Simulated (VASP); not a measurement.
# CdS (P6_3/mmc) in VASP: further runs

The runs below take CdS through single point, with PBE.

Everything below comes from runs of VASP 6.6.1. Logs are shortened: lines on timing, memory, paths and dates and some standing lists are left out, and cuts for length are marked.

### Step 1. The cell of the first run

It takes space group P6_3/mmc (No. 194, hexagonal). The conventional cell has a = 4.409 Å, b = 4.409 Å, c = 5.748 Å, α = 90.00°, β = 90.00°, γ = 120.00°. Cd (site symmetry -6m2) has 5 S at 2.55 to 2.87 Å within 3.4 Å. Within 3.4 Å of S (site symmetry -6m2) lie 5 Cd at 2.55 to 2.87 Å.

### Step 2. Single point, PBE

File INCAR:

```
SYSTEM = CdS
ALGO = Normal ; EDIFF = 1E-6
ENCUT = 500 ; GGA = PE
GGA_COMPAT = .False. ; ISIF = 2
ISMEAR = 0 ; LASPH = .True.
LCHARG = .False. ; LREAL = .False.
LWAVE = .False. ; NBANDS = 26
NELM = 120 ; PREC = Accurate
SIGMA = 0.01
```

File KPOINTS:

```
k-points
0
Gamma
  6 6 4
  0 0 0
```

File POSCAR:

```
CdS
1.0
    4.4085296518      0.0000000000      0.0000000000
   -2.2042648259      3.8178986718      0.0000000000
    0.0000000000      0.0000000000      5.7481182114
Cd S
2 2
Direct
    0.3333333333      0.6666666667      0.2500000000
    0.6666666667      0.3333333333      0.7500000000
    0.6666666667      0.3333333333      0.2500000000
    0.3333333333      0.6666666667      0.7500000000
```

Potentials or basis: VASP PAW PBE potentials, release 64 (Cd, S).

Launch:

```bash
cat potpaw_PBE.64/Cd/POTCAR potpaw_PBE.64/S/POTCAR > POTCAR
mpirun -np 1 vasp_std > vasp.out
```

OUTCAR:

```text
SYSTEM = CdS
   EDIFF = 1E-6
   ENCUT = 500
   GGA = PE
   ISIF = 2
   ISMEAR = 0
   LASPH = .True.
   LREAL = .False.
   NELM = 120
   PREC = Accurate

 ion  position               nearest neighbor table
   1  0.333  0.667  0.250-   3 2.55   3 2.55   3 2.55   4 2.87   4 2.87
   2  0.667  0.333  0.750-   4 2.55   4 2.55   4 2.55   3 2.87   3 2.87
   3  0.667  0.333  0.250-   1 2.55   1 2.55   1 2.55   2 2.87   2 2.87
   4  0.333  0.667  0.750-   2 2.55   2 2.55   2 2.55   1 2.87   1 2.87

  LATTYP: Found a hexagonal cell.
 ALAT       =     4.4085296518
 C/A-ratio  =     1.3038628898

  Lattice vectors:

 A1 = (   4.4085296518,   0.0000000000,   0.0000000000)
 A2 = (  -2.2042648259,   3.8178986718,   0.0000000000)
 A3 = (   0.0000000000,   0.0000000000,   5.7481182114)

Analysis of symmetry for initial positions (statically):
=====================================================================
 Subroutine PRICEL returns:
 Original cell was already a primitive cell.

 Routine SETGRP: Setting up the symmetry group for a
 hexagonal supercell.

 Subroutine GETGRP returns: Found 24 space group operations
 (whereof 12 operations were pure point group operations)
 out of a pool of 24 trial point group operations.

The static configuration has the point symmetry D_3d.
 The point group associated with its full space group is D_6h.

Analysis of symmetry for dynamics (positions and initial velocities):
=====================================================================
 Subroutine PRICEL returns:
 Original cell was already a primitive cell.

 Routine SETGRP: Setting up the symmetry group for a
 hexagonal supercell.

 Subroutine GETGRP returns: Found 24 space group operations
 (whereof 12 operations were pure point group operations)
 out of a pool of 24 trial point group operations.

The dynamic configuration has the point symmetry D_3d.
 The point group associated with its full space group is D_6h.

 Subroutine INISYM returns: Found 24 space group operations
 (whereof 12 operations are pure point group operations),
 and found     1 'primitive' translations

----------------------------------------------------------------------------------------

                                     Primitive cell
[... 86 lines left out ...]
   LNONCOLLINEAR =      F non collinear calculations
   LSORBIT =      F    spin-orbit coupling
   LASPH  =      T    aspherical Exc in radial PAW
   ENCUT  =  500.0 eV  36.75 Ry    6.06 a.u.   8.04  8.04 10.48*2*pi/ulx,y,z
   NELM   =    120;   NELMIN=  2; NELMDL= -5     # of ELM steps
   EDIFF  = 0.1E-05   stopping-criterion for ELM
   LREAL  =      F    real-space projection
   EDIFFG = 0.1E-04   stopping-criterion for IOM
   NSW    =      0    number of steps for IOM
   IBRION =     -1    ionic relax: 0-MD 1-quasi-New 2-CG
   NFREE  =      0    steps in history (QN), initial steepest desc. (CG)
   ISIF   =      2    stress and relaxation
   ISYM   =      2    0-nonsym 1-usesym 2-fastsym
   POTIM  = 0.5000    time-step for ionic-motion
   TEBEG  =    0.0;   TEEND  =   0.0 temperature during run
   PSTRESS=    0.0 pullay stress
   NELECT =      36.0000    total number of electrons
   NUPDOWN=      -1.0000    fix difference up-down
   EMIN   =  10.00;   EMAX   =-10.00  energy-range for DOS
   EFERMI =   0.00;   METHOD = LEGACY
   ISMEAR =     0;   SIGMA  =   0.01  broadening in eV -4-tet -1-fermi 0-gaus
   EFERMI_NEDOS =   21; number of points for ismear=-14 and -15
   IALGO  =     38    algorithm
   IMIX   =      4    mixing-type and parameters
     AMIX     =   0.40;   BMIX     =  1.00
     AMIX_MAG =   1.60;   BMIX_MAG =  1.00
  volume/ion in A,a.u.               =      24.19       163.22
  Fermi-wavevector in a.u.,A,eV,Ry     =   1.177500  2.225153 18.864574  1.386507
  Thomas-Fermi vector in A             =   2.313846
   LORBIT       =      0    0 simple, 1 ext, 2 COOP (PROOUT), +10 PAW based schemes
   GGA     = PE    functional components
   LHFCALC =     F    Hartree Fock is set to
   AEXX    =    0.0000 exact exchange contribution
   IVDW    =     0    specifies the selected vdW correction
   LEPSILON=     F    determine dielectric tensor
   LRPA    =     F    only Hartree local field effects (RPA)
 non-spin polarized calculation
 Gauss-broadening in eV      SIGMA  =   0.01
  energy-cutoff  :      500.00
  volume of cell :       96.75
 maximum number of plane-waves:      2502
   NGX = 17   NGY = 17   NGZ = 21

 number of electron      35.9999998 magnetization

 Free energy of the ion-electron system (eV)
  ---------------------------------------------------
  ext. energy  EPLUGINS =         0.00000000
  ---------------------------------------------------
  free energy    TOTEN  =       -11.91864398 eV

  energy without entropy =      -11.91864398  energy(sigma->0) =      -11.91864398

 E-fermi :   1.6406     XC(G=0):  -9.2933

 val. band max:        1.5737734085   @ k =   0.3333   0.3333   0.5000
 cond. band min:       2.5635157483   @ k =   0.0000   0.0000   0.0000
 fundamental gap:      0.9897423399
 Fermi energy:         1.6405908997

 k-point     1 :       0.0000    0.0000    0.0000
  band No.  band energies     occupation
      1     -10.8508      2.00000
      2     -10.1562      2.00000
      3      -6.2310      2.00000
      4      -6.2310      2.00000
      5      -6.2180      2.00000
      6      -6.2180      2.00000
[... 598 lines left out ...]
     25       9.3699      0.00000
     26       9.3699      0.00000

------------------------ aborting loop because EDIFF is reached ----------------------------------------

  FORCE on cell =-STRESS in cart. coord.  units (eV):
  Direction    XX          YY          ZZ          XY          YZ          ZX
  --------------------------------------------------------------------------------------
  -------------------------------------------------------------------------------------
  Total        1.0994833      1.0994833      1.0293265      0.0000000      0.0000000      0.0000000
  in kB       18.2077109     18.2077109     17.0458975      0.0000000      0.0000000      0.0000000
  external PRESSURE =      17.8204398 kB  Pullay stress =       0.0000000 kB

 VOLUME and BASIS-vectors are now :
 -----------------------------------------------------------------------------
  energy-cutoff  :      500.00
  volume of cell :       96.75
      direct lattice vectors                 reciprocal lattice vectors
     4.408529652  0.000000000  0.000000000     0.226832999  0.130962093  0.000000000
    -2.204264826  3.817898672  0.000000000     0.000000000  0.261924186  0.000000000
     0.000000000  0.000000000  5.748118211     0.000000000  0.000000000  0.173969978

 POSITION                                       TOTAL-FORCE (eV/Angst)
 -----------------------------------------------------------------------------------
     -0.00000      2.54527      1.43703         0.000000      0.000000     -0.000000
      2.20426      1.27263      4.31109        -0.000000      0.000000      0.000000
      2.20426      1.27263      1.43703        -0.000000     -0.000000      0.000000
     -0.00000      2.54527      4.31109         0.000000      0.000000      0.000000
 -----------------------------------------------------------------------------------
    total drift:                               -0.000000      0.000000      0.000000

  FREE ENERGIE OF THE ION-ELECTRON SYSTEM (eV)
  ---------------------------------------------------
  free  energy   TOTEN  =       -11.9186439824 eV

  energy  without entropy=      -11.9186439824  energy(sigma->0) =      -11.91864398
```

OSZICAR:

```text
N       E                     dE             d eps       ncg     rms          rms(c)
DAV:   1     0.243271958760E+03    0.24327E+03   -0.17060E+04  1092   0.123E+03
DAV:   2     0.242432476971E-01   -0.24325E+03   -0.23468E+03  1204   0.313E+02
DAV:   3    -0.129655819022E+02   -0.12990E+02   -0.12922E+02  1274   0.730E+01
DAV:   4    -0.131010713822E+02   -0.13549E+00   -0.13536E+00  1234   0.717E+00
DAV:   5    -0.131031086762E+02   -0.20373E-02   -0.20372E-02  1304   0.882E-01    0.108E+01
DAV:   6    -0.119503175506E+02    0.11528E+01   -0.19884E+00  1390   0.145E+01    0.883E+00
DAV:   7    -0.119209043146E+02    0.29413E-01   -0.76145E-01  1166   0.466E+00    0.433E+00
DAV:   8    -0.119201880926E+02    0.71622E-03   -0.87763E-02  1198   0.301E+00    0.551E-01
DAV:   9    -0.119182659261E+02    0.19222E-02   -0.17393E-02  1220   0.160E+00    0.170E-01
DAV:  10    -0.119184675103E+02   -0.20158E-03   -0.15705E-03  1198   0.386E-01    0.119E-01
DAV:  11    -0.119185412312E+02   -0.73721E-04   -0.17583E-04  1212   0.822E-02    0.117E-01
DAV:  12    -0.119186274922E+02   -0.86261E-04   -0.10445E-04  1122   0.520E-02    0.417E-02
DAV:  13    -0.119186433177E+02   -0.15825E-04   -0.35160E-05  1190   0.503E-02    0.173E-02
DAV:  14    -0.119186439824E+02   -0.66473E-06   -0.21951E-06  1076   0.144E-02
   1 F= -.11918644E+02 E0= -.11918644E+02  d E =-.639308E-23
```

stdout:

```text
POSCAR found type information on POSCAR CdS
 POSCAR found :  2 types and       4 ions
 scaLAPACK will be used
 LDA part: xc-table for (Slater+PW92), standard interpolation
 POSCAR, INCAR and KPOINTS ok, starting setup
 FFT: planning ... GRIDC
 FFT: planning ... GRID_SOFT
 FFT: planning ... GRID
 WAVECAR not read
 entering main loop
```

It took 59 s on 1 thread of Intel Xeon Platinum 8259CL at 2.50GHz (Skylake/Cascade Lake), shared host; peak memory 0.2 GiB.

Results:

```yaml
Free_energy: -11.9186 eV
Pressure: 1.8 GPa
Band_gap_on_the_k_mesh: 0.99 eV, indirect (least direct gap 1.26 eV)
```

Levels at points of the mesh, in eV from the valence-band top:
```
           k point  band 14  band 15  band 16  band 17  band 18  band 19  band 20  band 21  band 22  band 23
(0.00, 0.00, 0.00)    -1.23    -1.23    -0.34    -0.27    -0.27     0.99     1.08     5.67     5.67     7.11
(0.50, 0.00, 0.00)    -3.36    -2.46    -2.42    -1.32    -1.11     2.51     3.75     6.19     6.79     8.07
(0.00, 0.00, 0.50)    -2.19    -0.72    -0.72    -0.72    -0.72     2.89     2.89     5.80     5.80     5.80
(0.50, 0.00, 0.50)    -4.36    -1.79    -1.79    -0.38    -0.38     3.83     3.83     5.12     5.12     7.55
```

A k mesh can miss the band edges.

(Part 1 of 2 ends here.)
